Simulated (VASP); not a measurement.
# C in VASP: single point with PBEsol

Aim: the single point of C with PBEsol.

Everything below comes from runs of VASP 6.6.1. Logs are shortened: lines on timing, memory, paths and dates and some standing lists are left out, and cuts for length are marked.

### Step 1. The cell of the first run

The cell holds a slab with vacuum, 19 atoms: a = 7.398 Å, b = 7.398 Å, c = 12.000 Å, α = 90.00°, β = 90.00°, γ = 120.00°.

### Step 2. Single point, PBEsol, collinear spin

INCAR

```
  ALGO = Normal
  EDIFF = 1E-7
  ENCUT = 520
  GGA = PS
  ISIF = 2
  ISMEAR = 0
  ISPIN = 2
  LASPH = T
  LCHARG = F
  LORBIT = 11
  LREAL = Auto
  LWAVE = F
  MAGMOM = 0 0 0 0 0 0 0 0 0 0 0 0 0 0 0 0 0 0 1
  NBANDS = 57
  NELM = 150
  PREC = Accurate
  SIGMA = 0.02
```

KPOINTS

```
k-points
0
Gamma
  2 2 1
```

POSCAR

```
C
1.0
    7.3980000000      0.0000000000      0.0000000000
   -3.6990000000      6.4068560000      0.0000000000
    0.0000000000      0.0000000000     12.0000000000
C
19
Direct
    0.0050652610      0.0014677936      0.0756921411
    0.2269733990      0.1118873968      0.0756681278
    0.0053414882      0.3337966567      0.0816757358
    0.2279060379      0.4447064658      0.0778365952
    0.0041526482      0.6686383497      0.0777048323
    0.2267065747      0.7795379205      0.0815698147
    0.3332790361     -0.0008327783      0.0835640698
    0.5561226451      0.1168831301      0.1081986209
    0.3378387838      0.3348352509      0.0768420915
    0.5608754471      0.4457703090      0.0754205014
    0.3388244966      0.6672410797      0.0815122215
    0.5584382064      0.7737740382      0.0833889763
    0.6758952821     -0.0035534665      0.1082703647
    0.8987610287      0.1141663402      0.0836970368
    0.6736339972      0.3395481086      0.0833270708
    0.8932223525      0.4460889685      0.0814439100
    0.6712146089      0.6675732645      0.0754233609
    0.8942340078      0.7785242594      0.0768050149
    0.6156913987      0.0565522125      0.2169589136
```

Potentials or basis: VASP PAW PBE potentials, release 64 (C).

The run is started by

```
$ cat potpaw_PBE.64/C/POTCAR > POTCAR
$ mpirun -np 1 vasp_std > vasp.out
```

OUTCAR:

```text
EDIFF = 1E-7
   ENCUT = 520
   GGA = PS
   ISIF = 2
   ISMEAR = 0
   ISPIN = 2
   LASPH = T
   LORBIT = 11
   LREAL = Auto
   NELM = 150
   PREC = Accurate

 ion  position               nearest neighbor table
   1  0.005  0.001  0.076-  14 1.41   2 1.42  18 1.43
   2  0.227  0.112  0.076-   7 1.41   1 1.42   9 1.43
   3  0.005  0.334  0.082-  14 1.41   4 1.43  16 1.44
   4  0.228  0.445  0.078-   9 1.41  11 1.43   3 1.43
   5  0.004  0.669  0.078-  18 1.41  16 1.43   6 1.43
   6  0.227  0.780  0.082-   7 1.41   5 1.43  11 1.44
   7  0.333  0.999  0.084-   2 1.41   6 1.41   8 1.46
   8  0.556  0.117  0.108-  15 1.46   7 1.46  19 1.51  13 1.54
   9  0.338  0.335  0.077-   4 1.41   2 1.43  10 1.43
  10  0.561  0.446  0.075-  15 1.41  17 1.42   9 1.43
  11  0.339  0.667  0.082-  12 1.41   4 1.43   6 1.44
  12  0.558  0.774  0.083-  17 1.41  11 1.41  13 1.46
  13  0.676  0.996  0.108-  12 1.46  14 1.46  19 1.52   8 1.54
  14  0.899  0.114  0.084-   1 1.41   3 1.41  13 1.46
  15  0.674  0.340  0.083-  10 1.41  16 1.41   8 1.46
  16  0.893  0.446  0.081-  15 1.41   5 1.43   3 1.44
  17  0.671  0.668  0.075-  12 1.41  10 1.42  18 1.43
  18  0.894  0.779  0.077-   5 1.41   1 1.43  17 1.43
  19  0.616  0.057  0.217-   8 1.51  13 1.52

  LATTYP: Found a hexagonal cell.
 ALAT       =     7.3980000000
 C/A-ratio  =     1.6220600162

  Lattice vectors:

 A1 = (   7.3980000000,   0.0000000000,   0.0000000000)
 A2 = (  -3.6990000000,   6.4068560000,   0.0000000000)
 A3 = (   0.0000000000,   0.0000000000,  12.0000000000)

Analysis of symmetry for initial positions (statically):
=====================================================================
 Subroutine PRICEL returns:
 Original cell was already a primitive cell.

 Routine SETGRP: Setting up the symmetry group for a
 hexagonal supercell.

 Subroutine GETGRP returns: Found  1 space group operations
 (whereof  1 operations were pure point group operations)
 out of a pool of 24 trial point group operations.

The static configuration has the point symmetry C_1 .

Analysis of symmetry for dynamics (positions and initial velocities):
=====================================================================
 Subroutine PRICEL returns:
 Original cell was already a primitive cell.

 Routine SETGRP: Setting up the symmetry group for a
 hexagonal supercell.

 Subroutine GETGRP returns: Found  1 space group operations
 (whereof  1 operations were pure point group operations)
 out of a pool of 24 trial point group operations.

The dynamic configuration has the point symmetry C_1 .

Analysis of structural, dynamic, and magnetic symmetry:
=====================================================================
 Subroutine PRICEL returns:
 Original cell was already a primitive cell.

 Routine SETGRP: Setting up the symmetry group for a
 hexagonal supercell.

 Subroutine GETGRP returns: Found  1 space group operations
 (whereof  1 operations were pure point group operations)
 out of a pool of 24 trial point group operations.

The overall configuration has the point symmetry C_1 .

 Subroutine INISYM returns: Found  1 space group operations
 (whereof  1 operations are pure point group operations),
 and found     1 'primitive' translations

----------------------------------------------------------------------------------------

                                     Primitive cell

  volume of cell :     568.7750

  direct lattice vectors                    reciprocal lattice vectors
     7.398000000  0.000000000  0.000000000     0.135171668  0.078041398  0.000000000
    -3.699000000  6.406856000  0.000000000     0.000000000  0.156082796  0.000000000
     0.000000000  0.000000000 12.000000000     0.000000000  0.000000000  0.083333333

  length of vectors
     7.398000000  7.398000054 12.000000000     0.156082797  0.156082796  0.083333333

  position of ions in fractional coordinates (direct lattice)
     0.005065261  0.001467794  0.075692141
     0.226973399  0.111887397  0.075668128
     0.005341488  0.333796657  0.081675736
     0.227906038  0.444706466  0.077836595
     0.004152648  0.668638350  0.077704832
     0.226706575  0.779537920  0.081569815
[... 11 lines left out ...]
     0.894234008  0.778524259  0.076805015
     0.615691399  0.056552213  0.216958914

  ion indices of the primitive-cell ions
   primitive index   ion index
                 1           1
                 2           2
                 3           3
                 4           4
                 5           5
                 6           6
[... 11 lines left out ...]
                18          18
                19          19

----------------------------------------------------------------------------------------

 KPOINTS: k-points

Automatic generation of k-mesh.
 Grid dimensions read from file:
 generate k-points for:    2    2    1

 Generating k-lattice:

  Cartesian coordinates                     Fractional coordinates (reciprocal lattice)
     0.067585834  0.039020699  0.000000000     0.500000000  0.000000000  0.000000000
     0.000000000  0.078041398  0.000000000     0.000000000  0.500000000  0.000000000
     0.000000000  0.000000000  0.083333333     0.000000000  0.000000000  1.000000000

  Length of vectors
     0.078041399  0.078041398  0.083333333

  Shift w.r.t. Gamma in fractional coordinates (k-lattice)
     0.000000000  0.000000000  0.000000000

 Subroutine IBZKPT returns following result:
 ===========================================

 Found      4 irreducible k-points:

 Following reciprocal coordinates:
            Coordinates               Weight
  0.000000  0.000000  0.000000      1.000000
  0.500000  0.000000  0.000000      1.000000
  0.000000  0.500000  0.000000      1.000000
  0.500000  0.500000  0.000000      1.000000
   k-points           NKPTS =      4   k-points in BZ     NKDIM =      4   number of bands    NBANDS=     57
   number of dos      NEDOS =    301   number of ions     NIONS =     19
   total plane-waves  NPLWV = 282240
   dimension x,y,z NGX =    56 NGY =   56 NGZ =   90
   dimension x,y,z NGXF=   112 NGYF=  112 NGZF=  180
   ions per type =              19
   NGX,Y,Z   is equivalent  to a cutoff of  12.58, 12.58, 12.47 a.u.
   NGXF,Y,Z  is equivalent  to a cutoff of  25.17, 25.17, 24.94 a.u.
 SYSTEM =  unknown system
   PREC   = accura    normal or accurate (medium, high low for compatibility)
   ISTART =      0    job   : 0-new  1-cont  2-samecut
   ICHARG =      2    charge: 1-file 2-atom 10-const
   ISPIN  =      2    spin polarized calculation?
   LNONCOLLINEAR =      F non collinear calculations
   LSORBIT =      F    spin-orbit coupling
   LASPH  =      T    aspherical Exc in radial PAW
   ENCUT  =  520.0 eV  38.22 Ry    6.18 a.u.  13.76 13.76 22.31*2*pi/ulx,y,z
   NELM   =    150;   NELMIN=  2; NELMDL= -5     # of ELM steps
   EDIFF  = 0.1E-06   stopping-criterion for ELM
   LREAL  =      T    real-space projection
   EDIFFG = 0.1E-05   stopping-criterion for IOM
   NSW    =      0    number of steps for IOM
   IBRION =     -1    ionic relax: 0-MD 1-quasi-New 2-CG
   NFREE  =      0    steps in history (QN), initial steepest desc. (CG)
   ISIF   =      2    stress and relaxation
   ISYM   =      2    0-nonsym 1-usesym 2-fastsym
   POTIM  = 0.5000    time-step for ionic-motion
   TEBEG  =    0.0;   TEEND  =   0.0 temperature during run
   PSTRESS=    0.0 pullay stress
   NELECT =      76.0000    total number of electrons
   NUPDOWN=      -1.0000    fix difference up-down
   EMIN   =  10.00;   EMAX   =-10.00  energy-range for DOS
   EFERMI =   0.00;   METHOD = LEGACY
   ISMEAR =     0;   SIGMA  =   0.02  broadening in eV -4-tet -1-fermi 0-gaus
   EFERMI_NEDOS =   21; number of points for ismear=-14 and -15
   IALGO  =     38    algorithm
   IMIX   =      4    mixing-type and parameters
     AMIX     =   0.40;   BMIX     =  1.00
     AMIX_MAG =   1.60;   BMIX_MAG =  1.00
  volume/ion in A,a.u.               =      29.94       202.01
  Fermi-wavevector in a.u.,A,eV,Ry     =   0.836949  1.581605  9.530667  0.700484
  Thomas-Fermi vector in A             =   1.950758
   LORBIT       =     11    0 simple, 1 ext, 2 COOP (PROOUT), +10 PAW based schemes
   GGA     = PS    functional components
   LHFCALC =     F    Hartree Fock is set to
   AEXX    =    0.0000 exact exchange contribution
   IVDW    =     0    specifies the selected vdW correction
   LEPSILON=     F    determine dielectric tensor
   LRPA    =     F    only Hartree local field effects (RPA)
 spin polarized calculation
 Gauss-broadening in eV      SIGMA  =   0.02
  energy-cutoff  :      520.00
  volume of cell :      568.78
 maximum number of plane-waves:     15363
 NGX is ok and might be reduce to    56
   NGX = 27   NGY = 27   NGZ = 45

 number of electron      75.9999999 magnetization       0.5000001

 Free energy of the ion-electron system (eV)
  ---------------------------------------------------
  ext. energy  EPLUGINS =         0.00000000
  ---------------------------------------------------
  free energy    TOTEN  =      -176.54395513 eV

  energy without entropy =     -176.54114094  energy(sigma->0) =     -176.54254804

 E-fermi :  -2.2640     XC(G=0):  -3.8381

 val. band max:       -2.2650215498   @ k =   0.0000   0.5000   0.0000
 cond. band min:      -2.2630593446   @ k =   0.5000   0.0000   0.0000
 fundamental gap:      0.0019622053
 Fermi energy:        -2.2640404303

 spin component 1

 k-point     1 :       0.0000    0.0000    0.0000
  band No.  band energies     occupation
      1     -21.9547      1.00000
      2     -20.2217      1.00000
      3     -19.1749      1.00000
      4     -19.1292      1.00000
      5     -19.0641      1.00000
      6     -18.9967      1.00000
[... 42 lines left out ...]
     49       3.5951      0.00000
     50       4.3758      0.00000
[... 157 lines left out ...]
     49       4.0926      0.00000
     50       4.2777      0.00000
 Fermi energy:        -2.2640404303

 spin component 2

 k-point     1 :       0.0000    0.0000    0.0000
  band No.  band energies     occupation
      1     -21.9107      1.00000
      2     -20.1528      1.00000
      3     -19.1589      1.00000
      4     -19.1115      1.00000
      5     -19.0384      1.00000
      6     -18.9892      1.00000
[... 42 lines left out ...]
     49       3.5980      0.00000
     50       4.4050      0.00000
[... 157 lines left out ...]
     49       4.1505      0.00000
     50       4.2839      0.00000
 [bands above 50 left out]

------------------------ aborting loop because EDIFF is reached ----------------------------------------

  FORCE on cell =-STRESS in cart. coord.  units (eV):
  Direction    XX          YY          ZZ          XY          YZ          ZX
  --------------------------------------------------------------------------------------
  -------------------------------------------------------------------------------------
  Total        0.6284024      2.0520664      0.0348292      1.1492523     -0.0033260      0.0042751
  in kB        1.7701411      5.7804475      0.0981101      3.2373184     -0.0093689      0.0120426
  external PRESSURE =       2.5495662 kB  Pullay stress =       0.0000000 kB

 VOLUME and BASIS-vectors are now :
 -----------------------------------------------------------------------------
  energy-cutoff  :      520.00
  volume of cell :      568.78
      direct lattice vectors                 reciprocal lattice vectors
     7.398000000  0.000000000  0.000000000     0.135171668  0.078041398  0.000000000
    -3.699000000  6.406856000  0.000000000     0.000000000  0.156082796  0.000000000
     0.000000000  0.000000000 12.000000000     0.000000000  0.000000000  0.083333333

 POSITION                                       TOTAL-FORCE (eV/Angst)
 -----------------------------------------------------------------------------------
      0.03204      0.00940      0.90831        -0.003125     -0.002027     -0.003328
      1.26528      0.71685      0.90802         0.004988      0.004975     -0.002526
     -1.19520      2.13859      0.98011         0.004581     -0.002120     -0.001702
      0.04108      2.84917      0.93404        -0.012177     -0.002488     -0.008001
     -2.44257      4.28387      0.93246         0.004842     -0.003871     -0.002120
     -1.20634      4.99439      0.97884         0.000011      0.004786      0.004678
[... 11 lines left out ...]
      3.73578      4.98789      0.92166        -0.016080      0.001322     -0.005310
      4.34570      0.36232      2.60351         0.006693     -0.002723      0.114661
 -----------------------------------------------------------------------------------
    total drift:                                0.000869     -0.008845     -0.030806

  FREE ENERGIE OF THE ION-ELECTRON SYSTEM (eV)
  ---------------------------------------------------
  free  energy   TOTEN  =      -176.5439551277 eV

  energy  without entropy=     -176.5411409433  energy(sigma->0) =     -176.54254804

 total charge

# of ion       s       p       d       tot
------------------------------------------
    1        0.862   1.784   0.000   2.646
    2        0.862   1.784   0.000   2.646
    3        0.857   1.780   0.000   2.637
    4        0.859   1.788   0.000   2.646
    5        0.858   1.788   0.000   2.646
    6        0.857   1.780   0.000   2.637
[... 11 lines left out ...]
   18        0.856   1.794   0.000   2.650
   19        0.982   1.297   0.000   2.279
--------------------------------------------------
tot         16.402  33.425   0.000  49.827

 magnetization (x)

# of ion       s       p       d       tot
------------------------------------------
    1        0.000   0.007   0.000   0.007
    2        0.000   0.007   0.000   0.007
    3        0.000   0.011   0.000   0.012
    4       -0.000  -0.001   0.000  -0.002
    5       -0.000  -0.001   0.000  -0.002
    6        0.000   0.011   0.000   0.011
[... 11 lines left out ...]
   18       -0.000   0.001   0.000   0.001
   19        0.008   0.151   0.000   0.160
--------------------------------------------------
tot          0.018   0.242   0.000   0.260
```

Run time: 8.5 min. Hardware: 1 thread of Intel Xeon Platinum 8488C (Sapphire Rapids), shared host; peak memory 0.85 GiB.

Results:

```yaml
Free_energy: -176.5440 eV
Largest_force: 0.115 eV/Å
Net_moment: 0.50 μB per cell
Site_moments: C +0.01, -0.00, -0.01, +0.00, +0.16 μB
Valence_electrons_inside_the_program's_atomic_spheres: C 2.65, 2.64, 2.28
```

Forces on the atoms (eV/Å):
```
C   -0.003 -0.002 -0.003
C    0.005  0.005 -0.003
C    0.005 -0.002 -0.002
C   -0.012 -0.002 -0.008
C    0.005 -0.004 -0.002
C    0.000  0.005  0.005
C    0.006  0.005 -0.009
C   -0.051  0.007 -0.037
C    0.014 -0.009  0.000
C   -0.010 -0.005 -0.003
C    0.010  0.003  0.004
C    0.000  0.000 -0.007
C    0.040 -0.011 -0.034
C    0.002 -0.005 -0.010
C    0.006 -0.006 -0.004
C   -0.004  0.006  0.004
C   -0.002  0.016  0.000
C   -0.016  0.001 -0.005
C    0.007 -0.003  0.115
```

Levels at points of the mesh, in eV from the Fermi level:
Spin up:
| k point | band 36 | band 37 | band 38 | band 39 | band 40 | band 41 |
| --- | --- | --- | --- | --- | --- | --- |
| (0.00, 0.00, 0.00) | -2.21 | -0.20 | -0.07 | 0.14 | 0.37 | 1.77 |
| (0.50, 0.00, 0.00) | -2.29 | -1.46 | -0.77 | 0.00 | 1.95 | 2.41 |
| (0.00, 0.50, 0.00) | -2.29 | -1.46 | -0.77 | 0.00 | 1.95 | 2.41 |
| (0.50, 0.50, 0.00) | -2.30 | -1.54 | -0.16 | 0.19 | 1.23 | 2.29 |
Spin down:
| k point | band 35 | band 36 | band 37 | band 38 | band 39 | band 40 | band 41 | band 42 |
| --- | --- | --- | --- | --- | --- | --- | --- | --- |
| (0.00, 0.00, 0.00) | -2.14 | -2.08 | -0.15 | 0.14 | 0.18 | 1.00 | 1.81 | 3.99 |
| (0.50, 0.00, 0.00) | -2.42 | -2.26 | -1.31 | -0.70 | 0.64 | 2.01 | 2.51 | 2.72 |
| (0.00, 0.50, 0.00) | -2.42 | -2.26 | -1.31 | -0.70 | 0.64 | 2.01 | 2.51 | 2.73 |
| (0.50, 0.50, 0.00) | -2.45 | -2.28 | -1.40 | -0.11 | 0.89 | 1.28 | 2.32 | 2.66 |

Caveat: the k points lie up to 0.49 Å⁻¹ apart; the PAW data sets were made with another functional, which shifts forces and pressure a little.
